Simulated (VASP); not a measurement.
# SiNi3 (Pm-3m) in VASP: notebook, part 2 of 2

VASP 6.6.1. The steps go on from the part before.

## Step 3: Single point, PBEsol, collinear spin, ferrimagnetic start

File INCAR:

```
SYSTEM = SiNi3
PREC     = Accurate       ! precision mode
ENCUT    = 690            ! plane-wave cutoff, eV
EDIFF    = 1E-6           ! SCF threshold, eV
ISMEAR   = -1             ! smearing method
SIGMA    = 0.05           ! smearing width, eV
LREAL    = .FALSE.        ! projectors in reciprocal space
LASPH    = .TRUE.         ! aspherical terms in the spheres
NELM     = 200            ! most SCF steps
ALGO     = Normal         ! electronic algorithm
ISIF     = 2              ! what is computed and relaxed
LWAVE    = .FALSE.        ! write WAVECAR
LCHARG   = .FALSE.        ! write CHGCAR
ISPIN    = 2              ! spin polarisation
MAGMOM   = 1 -1 1 0       ! initial moments
LORBIT   = 11             ! projections on sites
LMAXMIX  = 4              ! l up to which the mixer works
GGA      = PS             ! functional
NBANDS   = 41             ! bands
GGA_COMPAT= .FALSE.
```

File KPOINTS:

```
regular mesh
0
G
  8 8 8
  0 0 0
```

File POSCAR:

```
SiNi3
1.0
    3.5420000000      0.0000000000      0.0000000000
    0.0000000000      3.5420000000      0.0000000000
    0.0000000000      0.0000000000      3.5420000000
Ni Si
3 1
Direct
    0.5000000000      0.5000000000      0.0000000000
    0.5000000000      0.0000000000      0.5000000000
    0.0000000000      0.5000000000      0.5000000000
    0.0000000000      0.0000000000      0.0000000000
```

Potentials or basis: VASP PAW PBE potentials, release 64 (Ni_sv_GW, Si).

On the command line:

```sh
cat potpaw_PBE.64/Ni_sv_GW/POTCAR potpaw_PBE.64/Si/POTCAR > POTCAR
mpirun -np 1 vasp_std > vasp.out
```

OUTCAR:

```text
SYSTEM = SiNi3
   PREC = Accurate
   ENCUT = 690
   EDIFF = 1E-6
   ISMEAR = -1
   LREAL = .FALSE.
   LASPH = .TRUE.
   NELM = 200
   ISIF = 2
   ISPIN = 2
   LORBIT = 11
   GGA = PS

 ion  position               nearest neighbor table
   1  0.500  0.500  0.000-   2 2.50   3 2.50   4 2.50   2 2.50   3 2.50   2 2.50   4 2.50   2 2.50
                             3 2.50   4 2.50   3 2.50   4 2.50
   2  0.500  0.000  0.500-   1 2.50   3 2.50   4 2.50   1 2.50   4 2.50   1 2.50   3 2.50   1 2.50
                             3 2.50   4 2.50   4 2.50   3 2.50
   3  0.000  0.500  0.500-   1 2.50   2 2.50   4 2.50   1 2.50   4 2.50   2 2.50   4 2.50   4 2.50
                             1 2.50   2 2.50   1 2.50   2 2.50
   4  0.000  0.000  0.000-   1 2.50   2 2.50   3 2.50   2 2.50   3 2.50   1 2.50   3 2.50   3 2.50
                             1 2.50   2 2.50   2 2.50   1 2.50

  LATTYP: Found a simple cubic cell.
 ALAT       =     3.5420000000

  Lattice vectors:

 A1 = (   3.5420000000,   0.0000000000,   0.0000000000)
 A2 = (   0.0000000000,   3.5420000000,   0.0000000000)
 A3 = (   0.0000000000,   0.0000000000,   3.5420000000)

Analysis of symmetry for initial positions (statically):
[... 2325 lines left out ...]
  Total       -4.1293713     -4.1293543     -4.1293713      0.0000000      0.0000000     -0.0000000
  in kB     -148.8842805   -148.8836661   -148.8842805      0.0000000      0.0000000     -0.0000000
  external PRESSURE =    -148.8840757 kB  Pullay stress =       0.0000000 kB

 VOLUME and BASIS-vectors are now :
 -----------------------------------------------------------------------------
  energy-cutoff  :      690.00
  volume of cell :       44.44
      direct lattice vectors                 reciprocal lattice vectors
     3.542000000  0.000000000  0.000000000     0.282326369  0.000000000  0.000000000
     0.000000000  3.542000000  0.000000000     0.000000000  0.282326369  0.000000000
     0.000000000  0.000000000  3.542000000     0.000000000  0.000000000  0.282326369

 POSITION                                       TOTAL-FORCE (eV/Angst)
 -----------------------------------------------------------------------------------
      1.77100      1.77100      0.00000         0.000000      0.000000      0.000000
      1.77100      0.00000      1.77100         0.000000      0.000000      0.000000
      0.00000      1.77100      1.77100         0.000000      0.000000      0.000000
      0.00000      0.00000      0.00000         0.000000      0.000000      0.000000
 -----------------------------------------------------------------------------------
    total drift:                                0.000000      0.000000     -0.000000

  FREE ENERGIE OF THE ION-ELECTRON SYSTEM (eV)
  ---------------------------------------------------
  free  energy   TOTEN  =       -28.9623668756 eV

  energy  without entropy=      -28.9436609135  energy(sigma->0) =      -28.95301389

 total charge

# of ion       s       p       d       f       tot
--------------------------------------------------
    1        2.225   6.317   7.852   0.004  16.399
    2        2.225   6.317   7.852   0.004  16.399
    3        2.225   6.317   7.852   0.004  16.399
    4        0.726   0.801   0.000   0.000   1.527
--------------------------------------------------
tot          7.401  19.752  23.557   0.013  50.724

 magnetization (x)

# of ion       s       p       d       f       tot
--------------------------------------------------
    1       -0.000  -0.000   0.000   0.000   0.000
    2       -0.000   0.000   0.000  -0.000   0.000
    3       -0.000  -0.000   0.000   0.000   0.000
    4       -0.000  -0.000   0.000   0.000  -0.000
--------------------------------------------------
tot         -0.000  -0.000   0.000  -0.000   0.000
```

OSZICAR:

```text
N       E                     dE             d eps       ncg     rms          rms(c)
DAV:   1     0.124441916549E+04    0.12444E+04   -0.34914E+04 19241   0.581E+03
DAV:   2     0.109224170842E+03   -0.11352E+04   -0.10916E+04 22273   0.148E+03
DAV:   3    -0.320367361383E+02   -0.14126E+03   -0.13469E+03 24269   0.725E+02
DAV:   4    -0.406839476507E+02   -0.86472E+01   -0.84711E+01 23800   0.165E+02
DAV:   5    -0.412489757256E+02   -0.56503E+00   -0.56275E+00 22467   0.386E+01    0.325E+01
DAV:   6    -0.460233423431E+02   -0.47744E+01   -0.13337E+02 18984   0.650E+02    0.355E+01
DAV:   7    -0.286923632711E+02    0.17331E+02   -0.69837E+01 17749   0.408E+02    0.480E+00
DAV:   8    -0.289966960948E+02   -0.30433E+00   -0.41780E+00 23575   0.506E+01    0.237E+00
DAV:   9    -0.290107171365E+02   -0.14021E-01   -0.46426E-01 23800   0.383E+01    0.279E+00
DAV:  10    -0.289611838157E+02    0.49533E-01   -0.16917E-01 19392   0.292E+01    0.791E-01
DAV:  11    -0.289620499988E+02   -0.86618E-03   -0.20446E-02 23632   0.564E+00    0.468E-01
DAV:  12    -0.289624827772E+02   -0.43278E-03   -0.13955E-03 22744   0.843E-01    0.214E-01
DAV:  13    -0.289623523749E+02    0.13040E-03   -0.60803E-04 23864   0.134E+00    0.513E-02
DAV:  14    -0.289623674220E+02   -0.15047E-04   -0.58554E-05 22238   0.146E-01    0.127E-02
DAV:  15    -0.289623668756E+02    0.54646E-06   -0.50278E-06 13200   0.936E-02
   1 F= -.28962367E+02 E0= -.28953014E+02  d E =-.187060E-01  mag=     0.0003
```

stdout:

```text
POSCAR found type information on POSCAR NiSi
 POSCAR found :  2 types and       4 ions
 scaLAPACK will be used
 -----------------------------------------------------------------------------
|                                                                             |
|                                                                             |
|     You enforced a specific xc type in the INCAR file but a different       |
|     I HOPE YOU KNOW WHAT YOU ARE DOING!                                     |
|                                                                             |
 -----------------------------------------------------------------------------

 LDA part: xc-table for (Slater+PW92), standard interpolation
 POSCAR, INCAR and KPOINTS ok, starting setup
 FFT: planning ... GRIDC
 FFT: planning ... GRID_SOFT
 FFT: planning ... GRID
 WAVECAR not read
 entering main loop
```

Run time: 9.7 min. Hardware: 1 thread of Intel Xeon Platinum 8488C (Sapphire Rapids), shared host; peak memory 0.42 GiB.

What came out:

```
Free energy                                           : -28.9624 eV
Pressure                                              : -14.9 GPa
Band gap on the k mesh                                : zero (filled and empty bands overlap)
Net moment                                            : 0.00 μB per cell
Valence electrons inside the program's atomic spheres : Ni 16.40; Si 1.53
```

Caveat: the cell stands under tension; the moments typed at the start vanished in this run; the PAW data sets were made with another functional, which shifts forces and pressure a little.

## Step 4: Relaxation of cell and atoms, PBE, collinear spin, ferromagnetic start, target pressure 10 GPa, at which the enthalpy is minimised

File INCAR:

```
ALGO     = Normal         # electronic algorithm
EDIFF    = 1E-7           # SCF threshold, eV
EDIFFG   = -0.01          # ionic threshold
ENCUT    = 600            # plane-wave cutoff, eV
GGA      = PE             # functional
IBRION   = 2              # ionic algorithm
ISIF     = 3              # what is computed and relaxed
ISMEAR   = -1             # smearing method
ISPIN    = 2              # spin polarisation
LASPH    = True           # aspherical terms in the spheres
LCHARG   = False          # write CHGCAR
LMAXMIX  = 4              # l up to which the mixer works
LORBIT   = 11             # projections on sites
LREAL    = False          # projectors in reciprocal space
LWAVE    = False          # write WAVECAR
MAGMOM   = 1 1 1 0        # initial moments
NELM     = 150            # most SCF steps
NSW      = 60             # ionic steps
PREC     = Accurate       # precision mode
PSTRESS  = 100.0        
SIGMA    = 0.05           # smearing width, eV
```

File KPOINTS:

```
k-points
0
Gamma
  8 8 8
```

POSCAR is that of step 3.

Potentials or basis: VASP PAW PBE potentials, release 64 (Ni, Si).

On the command line:

```sh
cat potpaw_PBE.64/Ni/POTCAR potpaw_PBE.64/Si/POTCAR > POTCAR
mpirun -np 1 vasp_std > vasp.out
```

Run time: 6.4 min. Hardware: 1 thread of Oxide Virtual Turin-like, shared host; peak memory 0.18 GiB.

The run converged. Its results:

- Free energy: -23.6340 eV
- Relaxed volume: 10.33 Å³/atom
- Relaxed cell: a = 3.457 Å, b = 3.457 Å, c = 3.457 Å, α = 90.00°, β = 90.00°, γ = 90.00°
- Space group after relaxing (to 0.1 Å): Pm-3m (No. 221)
- Energy change on relaxing (the run minimises the enthalpy): +6.9 meV/atom
- Ionic steps: 4
- Pressure after relaxing: 10.0 GPa
- Band gap on the k mesh: zero (filled and empty bands overlap)
- Net moment: 0.00 μB per cell
- Valence electrons inside the program's atomic spheres: Ni 9.56; Si 1.58

Step by step:
```tsv
step	energy change (eV)	largest force (eV/Å)	pressure (GPa)	volume (Å³)
1	0.0000	0.0000	-6.00	44.44
2	0.5572	0.0000	39.18	37.68
3	0.0240	0.0000	9.67	41.36
4	0.0277	0.0000	9.99	41.30
```

Final structure:
```cif
data_structure
_symmetry_space_group_name_H-M 'P 1'
_symmetry_Int_Tables_number 1
_cell_length_a 3.4567
_cell_length_b 3.4567
_cell_length_c 3.4567
_cell_angle_alpha 90.000
_cell_angle_beta 90.000
_cell_angle_gamma 90.000
_cell_volume 41.30
loop_
_atom_site_label
_atom_site_type_symbol
_atom_site_fract_x
_atom_site_fract_y
_atom_site_fract_z
_atom_site_occupancy
Ni1 Ni 0.50000 0.50000 0.00000 1
Ni2 Ni 0.50000 0.00000 0.50000 1
Ni3 Ni 0.00000 0.50000 0.50000 1
Si1 Si 0.00000 0.00000 0.00000 1
```

Levels at points of the mesh, in eV from the Fermi level:
Spin up:
```csv
k point,band 13,band 14,band 15,band 16,band 17,band 18,band 19,band 20,band 21,band 22
"(0.00, 0.00, 0.00)",-0.93,-0.66,-0.66,-0.31,0.04,0.04,0.04,5.23,6.53,6.53
"(0.50, 0.00, 0.00)",-1.39,-1.38,-1.22,-0.59,0.04,3.77,3.77,5.37,5.37,5.53
"(0.50, 0.50, 0.00)",-1.53,-1.52,-1.18,-1.08,-1.01,0.69,0.69,5.86,6.55,7.83
"(0.50, 0.50, 0.50)",-1.54,-1.32,-1.32,-0.48,-0.22,-0.22,-0.22,1.39,4.21,4.21
```
Spin down:
| k point | band 13 | band 14 | band 15 | band 16 | band 17 | band 18 | band 19 | band 20 | band 21 | band 22 |
| --- | --- | --- | --- | --- | --- | --- | --- | --- | --- | --- |
| (0.00, 0.00, 0.00) | -0.93 | -0.66 | -0.66 | -0.31 | 0.04 | 0.04 | 0.04 | 5.23 | 6.53 | 6.53 |
| (0.50, 0.00, 0.00) | -1.39 | -1.38 | -1.22 | -0.59 | 0.04 | 3.77 | 3.77 | 5.37 | 5.37 | 5.53 |
| (0.50, 0.50, 0.00) | -1.53 | -1.52 | -1.18 | -1.08 | -1.01 | 0.69 | 0.69 | 5.86 | 6.55 | 7.83 |
| (0.50, 0.50, 0.50) | -1.54 | -1.32 | -1.32 | -0.48 | -0.22 | -0.22 | -0.22 | 1.39 | 4.21 | 4.21 |

Caveat: the cell is relaxed towards a set pressure, so the run minimises the enthalpy, not the energy; the moments typed at the start vanished in this run.

## Step 5: Relaxation of cell and atoms, PBE, collinear spin, ferromagnetic start, target pressure 20 GPa, at which the enthalpy is minimised

File INCAR:

```
ALGO = Fast
EDIFF = 1E-6
EDIFFG = -0.01
ENCUT = 600
GGA = PE
IBRION = 2
ISIF = 3
ISMEAR = -1
ISPIN = 2
LASPH = True
LCHARG = False
LMAXMIX = 4
LORBIT = 11
LREAL = False
LWAVE = False
MAGMOM = 1 1 1 0
NELM = 150
NSW = 60
PREC = Accurate
PSTRESS = 200.0
SIGMA = 0.05
```

KPOINTS is that of step 4.

POSCAR is that of step 4.

Potentials or basis: VASP PAW PBE potentials, release 64 (Ni, Si).

On the command line:

```sh
cat potpaw_PBE.64/Ni/POTCAR potpaw_PBE.64/Si/POTCAR > POTCAR
mpirun -np 1 vasp_std > vasp.out
```

OUTCAR:

```text
EDIFF = 1E-6
   EDIFFG = -0.01
   ENCUT = 600
   GGA = PE
   IBRION = 2
   ISIF = 3
   ISMEAR = -1
   ISPIN = 2
   LASPH = True
   LORBIT = 11
   LREAL = False
   NELM = 150
   NSW = 60
   PREC = Accurate
   PSTRESS = 200.0

 ion  position               nearest neighbor table
   1  0.500  0.500  0.000-   2 2.50   3 2.50   4 2.50   2 2.50   3 2.50   2 2.50   4 2.50   2 2.50
                             3 2.50   4 2.50   3 2.50   4 2.50
   2  0.500  0.000  0.500-   1 2.50   3 2.50   4 2.50   1 2.50   4 2.50   1 2.50   3 2.50   1 2.50
                             3 2.50   4 2.50   4 2.50   3 2.50
   3  0.000  0.500  0.500-   1 2.50   2 2.50   4 2.50   1 2.50   4 2.50   2 2.50   4 2.50   4 2.50
                             1 2.50   2 2.50   1 2.50   2 2.50
   4  0.000  0.000  0.000-   1 2.50   2 2.50   3 2.50   2 2.50   3 2.50   1 2.50   3 2.50   3 2.50
                             1 2.50   2 2.50   2 2.50   1 2.50

  LATTYP: Found a simple cubic cell.
[... 427 lines left out ...]
 fundamental gap:      0.0767546385
 Fermi energy:        11.8596859785

 spin component 1

 k-point     1 :       0.0000    0.0000    0.0000
  band No.  band energies     occupation
      1      -0.6947      1.00000
      2       6.4700      1.00000
      3       7.3240      1.00000
      4       7.3240      1.00000
      5       7.8974      1.00000
      6       7.8974      1.00000
[... 613 lines left out ...]
     22      19.4270      0.00000
     23      20.5040      0.00000

 [... further k-points ...]

 spin component 2

 k-point     1 :       0.0000    0.0000    0.0000
  band No.  band energies     occupation
      1      -0.6947      1.00000
      2       6.4700      1.00000
      3       7.3240      1.00000
      4       7.3240      1.00000
      5       7.8974      1.00000
      6       7.8974      1.00000
[... 650 lines left out ...]
  energy  without entropy=      -23.4870838865  energy(sigma->0) =      -23.49552387

  enthalpy is  TOTEN    =       -18.5252349192 eV   P V=        4.9787289300

 reached required accuracy - stopping structural energy minimisation

 total charge

# of ion       s       p       d       tot
------------------------------------------
    1        0.522   0.656   8.459   9.637
    2        0.522   0.656   8.459   9.637
    3        0.522   0.656   8.459   9.637
    4        0.732   0.870   0.000   1.602
--------------------------------------------------
tot          2.298   2.838  25.376  30.512

 magnetization (x)

# of ion       s       p       d       tot
------------------------------------------
    1       -0.000  -0.000   0.000   0.000
    2       -0.000  -0.000   0.000   0.000
    3       -0.000  -0.000   0.000   0.000
    4       -0.000  -0.000   0.000  -0.000
--------------------------------------------------
tot         -0.000  -0.000   0.000   0.000
```

Wall time 6.7 min (1 thread of Oxide Virtual Turin-like, shared host); peak memory 0.19 GiB.

What came out:

```yaml
Free_energy: -23.5040 eV
Relaxed_volume: 9.97 Å³/atom
Relaxed_cell: a = 3.417 Å, b = 3.417 Å, c = 3.417 Å, α = 90.00°, β = 90.00°, γ = 90.00°
Space_group_after_relaxing_to_0.1_Å: Pm-3m (No. 221)
Energy_change_on_relaxing_the_run_minimises_the_enthalpy: +39.4 meV/atom
Ionic_steps: 6
Pressure_after_relaxing: 20.0 GPa
Band_gap_on_the_k_mesh: zero (filled and empty bands overlap)
Net_moment: 0.00 μB per cell
Valence_electrons_inside_the_program's_atomic_spheres: Ni 9.64; Si 1.60
```

The path:
| step | energy change (eV) | largest force (eV/Å) | pressure (GPa) | volume (Å³) |
| --- | --- | --- | --- | --- |
| 1 | 0.0000 | 0.0000 | -6.06 | 44.44 |
| 2 | 2.0810 | 0.0000 | 92.14 | 33.80 |
| 3 | 0.1411 | 0.0000 | 18.83 | 40.02 |
| 4 | 0.1559 | 0.0000 | 19.39 | 39.90 |
| 5 | 0.1725 | 0.0000 | 20.37 | 39.77 |
| 6 | 0.1578 | 0.0000 | 19.97 | 39.88 |

Final structure:
```yaml
crystal:
  lattice:
    - [3.41664, 0.00000, 0.00000]
    - [0.00000, 3.41664, 0.00000]
    - [0.00000, 0.00000, 3.41664]
  atoms:
    - { symbol: Ni, position: [0.50000, 0.50000, 0.00000] }
    - { symbol: Ni, position: [0.50000, 0.00000, 0.50000] }
    - { symbol: Ni, position: [0.00000, 0.50000, 0.50000] }
    - { symbol: Si, position: [0.00000, 0.00000, 0.00000] }
```

Caveat: the cell is relaxed towards a set pressure, so the run minimises the enthalpy, not the energy; the moments typed at the start vanished in this run.

## Step 6: Overview

```tsv
task	level	potentials or basis	spin	fixed moment (μB)	cell	k mesh	cutoff (eV)	gap on the mesh (eV)	pressure (GPa)	moment (μB)
single point	PBEsol	VASP PAW PBE potentials, release 64 (Ni_sv_GW, Si)	collinear, ferromagnetic start	3.0	as given	6 × 6 × 6	690	-	-7.0	3.00
single point	PBEsol	VASP PAW PBE potentials, release 64 (Ni_sv_GW, Si)	collinear, ferrimagnetic start	-	as given	8 × 8 × 8	690	none	-14.9	0.00
relaxation of cell and atoms	PBE	VASP PAW PBE potentials, release 64 (Ni, Si)	collinear, ferromagnetic start	-	relaxed to 10 GPa	8 × 8 × 8	600	none	10.0	0.00
relaxation of cell and atoms	PBE	VASP PAW PBE potentials, release 64 (Ni, Si)	collinear, ferromagnetic start	-	relaxed to 20 GPa	8 × 8 × 8	600	none	20.0	0.00
```

Alike in all rows: smearing fermi-dirac 0.05 eV.

Caveats: the moments typed at the start vanished in this run (at least some runs); the cell stands under tension (at least some runs); the PAW data sets were made with another functional, which shifts forces and pressure a little (at least some runs); the cell is relaxed towards a set pressure, so the run minimises the enthalpy, not the energy (at least some runs); the total moment is fixed, so each spin has its own Fermi level and the state may be an excited one (at least some runs).

Absolute energies hang on the potentials; compare differences alone.

The gap in the log of VASP goes by the Fermi energy; the results here count the filled bands.